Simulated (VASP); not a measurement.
# Os (P6_3/mmc) in VASP: notebook

Os is run at these levels: BLYP+D4, SVWN5; tasks: single point.

Program: VASP 6.6.1. These are calculated values, not measurements. Logs are shortened: lines on timing, memory, paths and dates and some standing lists are left out, and cuts for length are marked.

### 1 The cell of the first run

It takes space group P6_3/mmc (No. 194, hexagonal). Conventional cell: a = 2.697 Å, b = 2.697 Å, c = 4.261 Å, α = 90.00°, β = 90.00°, γ = 120.00°. Within 3.5 Å of Os (site symmetry -6m2) lie 12 Os at 2.64 to 2.70 Å.

### 2 Single point, BLYP+D4

File INCAR:

```
SYSTEM = Os
PREC = Accurate
ENCUT = 560
EDIFF = 1E-6
ISMEAR = -1
SIGMA = 0.05
LREAL = .False.
LASPH = .True.
NELM = 120
ALGO = Normal
ISIF = 2
LWAVE = .False.
LCHARG = .False.
GGA = B5
ALDAX = 1.0
AGGAX = 1.0
AGGAC = 1.0
ALDAC = 0.0
IVDW = 13
VDW_S6 = 1.0
VDW_S8 = 2.34076671
VDW_A1 = 0.44488865
VDW_A2 = 4.0933009
NBANDS = 23
GGA_COMPAT = .False.
```

File KPOINTS:

```
regular mesh
0
Gamma
  11 11 6
  0 0 0
```

File POSCAR:

```
Os
1.0
    2.6971481730      0.0000000000      0.0000000000
   -1.3485740865      2.3357988356      0.0000000000
    0.0000000000      0.0000000000      4.2613185190
Os
2
Direct
    0.6666666667      0.3333333333      0.7500000000
    0.3333333333      0.6666666667      0.2500000000
```

Potentials or basis: VASP PAW PBE potentials, release 64 (Os_sv_GW).

Started as:

```bash
$ cat potpaw_PBE.64/Os_sv_GW/POTCAR > POTCAR
$ mpirun -np 1 vasp_std > vasp.out
```

OUTCAR:

```text
SYSTEM = Os
   PREC = Accurate
   ENCUT = 560
   EDIFF = 1E-6
   ISMEAR = -1
   LREAL = .False.
   LASPH = .True.
   NELM = 120
   ISIF = 2
   GGA = B5
   IVDW = 13

 ion  position               nearest neighbor table
   1  0.667  0.333  0.750-   2 2.64   2 2.64   2 2.64   2 2.64   2 2.64   2 2.64
   2  0.333  0.667  0.250-   1 2.64   1 2.64   1 2.64   1 2.64   1 2.64   1 2.64

  LATTYP: Found a hexagonal cell.
 ALAT       =     2.6971481730
 C/A-ratio  =     1.5799348963

  Lattice vectors:

 A1 = (   2.6971481730,   0.0000000000,   0.0000000000)
 A2 = (  -1.3485740865,   2.3357988356,   0.0000000000)
 A3 = (   0.0000000000,   0.0000000000,   4.2613185190)

Analysis of symmetry for initial positions (statically):
=====================================================================
 Subroutine PRICEL returns:
 Original cell was already a primitive cell.

 Routine SETGRP: Setting up the symmetry group for a
 hexagonal supercell.

 Subroutine GETGRP returns: Found 24 space group operations
 (whereof 12 operations were pure point group operations)
 out of a pool of 24 trial point group operations.

The static configuration has the point symmetry D_3d.
 The point group associated with its full space group is D_6h.

Analysis of symmetry for dynamics (positions and initial velocities):
=====================================================================
 Subroutine PRICEL returns:
 Original cell was already a primitive cell.

 Routine SETGRP: Setting up the symmetry group for a
 hexagonal supercell.

 Subroutine GETGRP returns: Found 24 space group operations
 (whereof 12 operations were pure point group operations)
 out of a pool of 24 trial point group operations.

The dynamic configuration has the point symmetry D_3d.
 The point group associated with its full space group is D_6h.

 Subroutine INISYM returns: Found 24 space group operations
 (whereof 12 operations are pure point group operations),
 and found     1 'primitive' translations

----------------------------------------------------------------------------------------

                                     Primitive cell

  volume of cell :      26.8463

  direct lattice vectors                    reciprocal lattice vectors
     2.697148173  0.000000000  0.000000000     0.370761981  0.214059530  0.000000000
    -1.348574086  2.335798836  0.000000000     0.000000000  0.428119059  0.000000000
     0.000000000  0.000000000  4.261318519     0.000000000  0.000000000  0.234669151

  length of vectors
     2.697148173  2.697148173  4.261318519     0.428119059  0.428119059  0.234669151

  position of ions in fractional coordinates (direct lattice)
     0.666666667  0.333333333  0.750000000
     0.333333333  0.666666667  0.250000000

  ion indices of the primitive-cell ions
   primitive index   ion index
                 1           1
                 2           2

----------------------------------------------------------------------------------------

 KPOINTS: regular mesh

Automatic generation of k-mesh.
 Grid dimensions read from file:
 generate k-points for:   11   11    6

 Generating k-lattice:

  Cartesian coordinates                     Fractional coordinates (reciprocal lattice)
     0.033705635  0.019459957  0.000000000     0.090909091 -0.000000000  0.000000000
     0.000000000  0.038919914  0.000000000     0.000000000  0.090909091  0.000000000
     0.000000000  0.000000000  0.039111525     0.000000000  0.000000000  0.166666667

  Length of vectors
     0.038919914  0.038919914  0.039111525

  Shift w.r.t. Gamma in fractional coordinates (k-lattice)
     0.000000000  0.000000000  0.000000000

 Subroutine IBZKPT returns following result:
 ===========================================

 Found     64 irreducible k-points:

 Following reciprocal coordinates:
            Coordinates               Weight
  0.000000  0.000000  0.000000      1.000000
  0.090909 -0.000000  0.000000      6.000000
  0.181818 -0.000000  0.000000      6.000000
  0.272727 -0.000000  0.000000      6.000000
  0.363636 -0.000000  0.000000      6.000000
  0.454545 -0.000000  0.000000      6.000000
[... 16 lines left out ...]
  0.090909  0.090909  0.166667     12.000000
  0.181818  0.090909  0.166667     24.000000
 [... further k-points ...]
   k-points           NKPTS =     64   k-points in BZ     NKDIM =     64   number of bands    NBANDS=     23
   number of dos      NEDOS =    301   number of ions     NIONS =      2
   total plane-waves  NPLWV =  20736
   dimension x,y,z NGX =    24 NGY =   24 NGZ =   36
   dimension x,y,z NGXF=    48 NGYF=   48 NGZF=   72
   ions per type =               2
   NGX,Y,Z   is equivalent  to a cutoff of  14.79, 14.79, 14.04 a.u.
   NGXF,Y,Z  is equivalent  to a cutoff of  29.59, 29.59, 28.09 a.u.
 SYSTEM =  Os
   PREC   = accura    normal or accurate (medium, high low for compatibility)
   ISTART =      0    job   : 0-new  1-cont  2-samecut
   ICHARG =      2    charge: 1-file 2-atom 10-const
   ISPIN  =      1    spin polarized calculation?
   LNONCOLLINEAR =      F non collinear calculations
   LSORBIT =      F    spin-orbit coupling
   LASPH  =      T    aspherical Exc in radial PAW
   ENCUT  =  560.0 eV  41.16 Ry    6.42 a.u.   5.20  5.20  8.22*2*pi/ulx,y,z
   NELM   =    120;   NELMIN=  2; NELMDL= -5     # of ELM steps
   EDIFF  = 0.1E-05   stopping-criterion for ELM
   LREAL  =      F    real-space projection
   EDIFFG = 0.1E-04   stopping-criterion for IOM
   NSW    =      0    number of steps for IOM
   IBRION =     -1    ionic relax: 0-MD 1-quasi-New 2-CG
   NFREE  =      0    steps in history (QN), initial steepest desc. (CG)
   ISIF   =      2    stress and relaxation
   ISYM   =      2    0-nonsym 1-usesym 2-fastsym
   POTIM  = 0.5000    time-step for ionic-motion
   TEBEG  =    0.0;   TEEND  =   0.0 temperature during run
   PSTRESS=    0.0 pullay stress
   NELECT =      32.0000    total number of electrons
   NUPDOWN=      -1.0000    fix difference up-down
   EMIN   =  10.00;   EMAX   =-10.00  energy-range for DOS
   EFERMI =   0.00;   METHOD = LEGACY
   ISMEAR =    -1;   SIGMA  =   0.05  broadening in eV -4-tet -1-fermi 0-gaus
   EFERMI_NEDOS =   21; number of points for ismear=-14 and -15
   IALGO  =     38    algorithm
   IMIX   =      4    mixing-type and parameters
     AMIX     =   0.40;   BMIX     =  1.00
     AMIX_MAG =   1.60;   BMIX_MAG =  1.00
  volume/ion in A,a.u.               =      13.42        90.58
  Fermi-wavevector in a.u.,A,eV,Ry     =   1.735788  3.280164 40.993821  3.012961
  Thomas-Fermi vector in A             =   2.809327
   LORBIT       =      0    0 simple, 1 ext, 2 COOP (PROOUT), +10 PAW based schemes
   GGA     = B5    functional components
   LHFCALC =     F    Hartree Fock is set to
   AEXX    =    0.0000 exact exchange contribution
   IVDW    =    13    specifies the selected vdW correction
   LEPSILON=     F    determine dielectric tensor
   LRPA    =     F    only Hartree local field effects (RPA)
 non-spin polarized calculation
  energy-cutoff  :      560.00
  volume of cell :       26.85
 maximum number of plane-waves:       825
 NGX is ok and might be reduce to    24
   NGX = 11   NGY = 11   NGZ = 17

 number of electron      31.9999999 magnetization

 Free energy of the ion-electron system (eV)
  ---------------------------------------------------
  ext. energy  EPLUGINS =         0.00000000
  ---------------------------------------------------
  free energy    TOTEN  =       -21.14229407 eV

  energy without entropy =      -21.12876710  energy(sigma->0) =      -21.13553058

 E-fermi :  15.1123     XC(G=0): -14.1655

 val. band max:       15.0974644382   @ k =   0.4545   0.0909   0.5000
 cond. band min:      15.1641332847   @ k =   0.3636   0.0909   0.3333
 fundamental gap:      0.0666688464
 Fermi energy:        15.1123226539

 k-point     1 :       0.0000    0.0000    0.0000
  band No.  band energies     occupation
      1     -71.0902      2.00000
      2     -70.9474      2.00000
      3     -31.4584      2.00000
      4     -30.3594      2.00000
      5     -30.3594      2.00000
      6     -30.1527      2.00000
[... 15 lines left out ...]
     22      28.7929      0.00000
     23      31.1822      0.00000

 k-point     2 :       0.0909   -0.0000    0.0000
  band No.  band energies     occupation
      1     -71.0821      2.00000
      2     -70.9440      2.00000
      3     -31.4252      2.00000
      4     -30.4297      2.00000
      5     -30.3831      2.00000
      6     -30.2266      2.00000
[... 15 lines left out ...]
     22      29.5266      0.00000
     23      31.6246      0.00000

 k-point     3 :       0.1818   -0.0000    0.0000
  band No.  band energies     occupation
      1     -71.0594      2.00000
      2     -70.9363      2.00000
      3     -31.3319      2.00000
      4     -30.6183      2.00000
      5     -30.4448      2.00000
      6     -30.4190      2.00000
[... 15 lines left out ...]
     22      31.0228      0.00000
     23      32.0422      0.00000

 k-point     4 :       0.2727   -0.0000    0.0000
  band No.  band energies     occupation
      1     -71.0283      2.00000
      2     -70.9277      2.00000
      3     -31.1935      2.00000
      4     -30.8638      2.00000
      5     -30.6611      2.00000
      6     -30.5216      2.00000
[... 15 lines left out ...]
     22      29.1370      0.00000
     23      30.6138      0.00000

 k-point     5 :       0.3636   -0.0000    0.0000
  band No.  band energies     occupation
      1     -70.9965      2.00000
      2     -70.9229      2.00000
      3     -31.0874      2.00000
      4     -31.0366      2.00000
      5     -30.8736      2.00000
      6     -30.5894      2.00000
[... 15 lines left out ...]
     22      26.0658      0.00000
     23      29.1561      0.00000

 k-point     6 :       0.4545   -0.0000    0.0000
  band No.  band energies     occupation
      1     -70.9743      2.00000
      2     -70.9235      2.00000
      3     -31.2198      2.00000
      4     -30.9960      2.00000
      5     -30.9116      2.00000
      6     -30.6288      2.00000
[... 15 lines left out ...]
     22      27.4106      0.00000
     23      27.4580      0.00000

 k-point     7 :       0.0909    0.0909    0.0000
  band No.  band energies     occupation
      1     -71.0667      2.00000
      2     -70.9388      2.00000
      3     -31.3623      2.00000
      4     -30.5443      2.00000
      5     -30.4611      2.00000
      6     -30.3284      2.00000
[... 353 lines left out ...]
     22      29.8181      0.00000
     23      31.1821      0.00000

 k-point    21 :       0.3636   -0.0000    0.1667
  band No.  band energies     occupation
      1     -70.9915      2.00000
      2     -70.9278      2.00000
      3     -31.2049      2.00000
      4     -30.9643      2.00000
      5     -30.8358      2.00000
      6     -30.5684      2.00000
[... 15 lines left out ...]
     22      28.1506      0.00000
     23      29.9645      0.00000

 k-point    22 :       0.4545   -0.0000    0.1667
  band No.  band energies     occupation
      1     -70.9707      2.00000
      2     -70.9267      2.00000
      3     -31.2880      2.00000
      4     -31.0729      2.00000
      5     -30.7910      2.00000
      6     -30.6066      2.00000
[... 15 lines left out ...]
     22      26.8093      0.00000
     23      28.3841      0.00000

 k-point    23 :       0.0909    0.0909    0.1667
  band No.  band energies     occupation
      1     -71.0582      2.00000
      2     -70.9473      2.00000
      3     -31.2958      2.00000
      4     -30.5200      2.00000
      5     -30.4652      2.00000
      6     -30.3738      2.00000
[... 15 lines left out ...]
     22      30.1482      0.00000
     23      32.2675      0.00000

 k-point    24 :       0.1818    0.0909    0.1667
  band No.  band energies     occupation
      1     -71.0324      2.00000
      2     -70.9379      2.00000
      3     -31.2145      2.00000
      4     -30.7074      2.00000
      5     -30.6500      2.00000
      6     -30.4678      2.00000
[... 15 lines left out ...]
     22      30.7607      0.00000
     23      31.5497      0.00000

 [... further k-points ...]

------------------------ aborting loop because EDIFF is reached ----------------------------------------

  DFT-D4 for vdW energy calculation

  Edisp (eV):   -2.78398

  FORCE on cell =-STRESS in cart. coord.  units (eV):
  Direction    XX          YY          ZZ          XY          YZ          ZX
  --------------------------------------------------------------------------------------
  -------------------------------------------------------------------------------------
  Total       5.09765     5.09765     5.45283    -0.00000    -0.00000     0.00000
  in kB     304.22596   304.22596   325.42282    -0.00000    -0.00000     0.00000
  external pressure =      311.29 kB  Pullay stress =        0.00 kB

 VOLUME and BASIS-vectors are now :
 -----------------------------------------------------------------------------
  energy-cutoff  :      560.00
  volume of cell :       26.85
      direct lattice vectors                 reciprocal lattice vectors
     2.697148173  0.000000000  0.000000000     0.370761981  0.214059530  0.000000000
    -1.348574086  2.335798836  0.000000000     0.000000000  0.428119059  0.000000000
     0.000000000  0.000000000  4.261318519     0.000000000  0.000000000  0.234669151

 POSITION                                       TOTAL-FORCE (eV/Angst)
 -----------------------------------------------------------------------------------
      1.34857      0.77860      3.19599         0.000000      0.000000      0.000000
     -0.00000      1.55720      1.06533         0.000000     -0.000000      0.000000
 -----------------------------------------------------------------------------------
    total drift:                               -0.000000      0.000000     -0.000000

  FREE ENERGIE OF THE ION-ELECTRON SYSTEM (eV)
  ---------------------------------------------------
  free  energy   TOTEN  =       -23.9262738746 eV

  energy  without entropy=      -23.9127469059  energy(sigma->0) =      -23.91951039
```

Wall time 27 s (1 thread of Intel Xeon 6975P-C (Granite Rapids), shared host); peak memory 0.18 GiB.

What came out:

- Free energy: -23.9263 eV
- Pressure: 31.1 GPa
- Band gap on the k mesh: zero (bands 16 and 17 overlap by 4.15 eV)
- Dispersion energy per atom: -1.392 eV

Caveat: the cell stands under pressure; the dispersion term is far too large for a dense solid, which distorts pressure and volume; the PAW data sets were made with another functional, which shifts forces and pressure a little; spin-orbit coupling is left out, which moves the levels of the heavy elements.

### 3 Single point, SVWN5

This run uses another cell than the first one, of 14.54 Å³/atom.

File INCAR:

```
ALGO = Normal ; EDIFF = 1E-6
ENCUT = 560 ; GGA = VW
GGA_COMPAT = False ; ISIF = 2
ISMEAR = -1 ; LASPH = True
LCHARG = False ; LREAL = False
LWAVE = False ; NBANDS = 23
NELM = 120 ; PREC = Accurate
SIGMA = 0.05
```

File KPOINTS:

```
k-points
0
Gamma
  11 11 6
```

File POSCAR:

```
Os
1.0
    2.7700791260      0.0000000000      0.0000000000
   -1.3850395630      2.3989588936      0.0000000000
    0.0000000000      0.0000000000      4.3765446767
Os
2
Direct
    0.6666666667      0.3333333333      0.7500000000
    0.3333333333      0.6666666667      0.2500000000
```

Potentials or basis: VASP PAW PBE potentials, release 64 (Os_sv_GW).

Started as:

```bash
$ cat potpaw_PBE.64/Os_sv_GW/POTCAR > POTCAR
$ mpirun -np 1 vasp_std > vasp.out
```

Run time: 16 s. Hardware: 1 thread of Intel Xeon 6975P-C (Granite Rapids), shared host; peak memory 0.17 GiB.

It converged, with:

| Item | Value |
| --- | --- |
| Free energy | -27.6443 eV |
| Pressure | -25.0 GPa |
| Band gap on the k mesh | zero (bands 16 and 17 overlap by 3.67 eV) |

Stress tensor (GPa, compression positive):
```
-24.46   0.00   0.00
  0.00 -24.46   0.00
  0.00   0.00 -26.01
```

Levels at points of the mesh, in eV from the Fermi level:
```tsv
k point	band 13	band 14	band 15	band 16	band 17	band 18	band 19	band 20
(0.00, 0.00, 0.00)	-2.61	-2.05	-2.05	-1.43	-1.43	0.13	1.64	1.64
(0.00, 0.00, 0.50)	-3.02	-3.02	-3.02	-3.02	0.89	0.89	0.89	0.89
```

Caveat: the cell stands under tension; the PAW data sets were made with another functional, which shifts forces and pressure a little; spin-orbit coupling is left out, which moves the levels of the heavy elements.

(Continued in part 2 of 2.)

The gap in the log of VASP goes by the Fermi energy; the results here count the filled bands.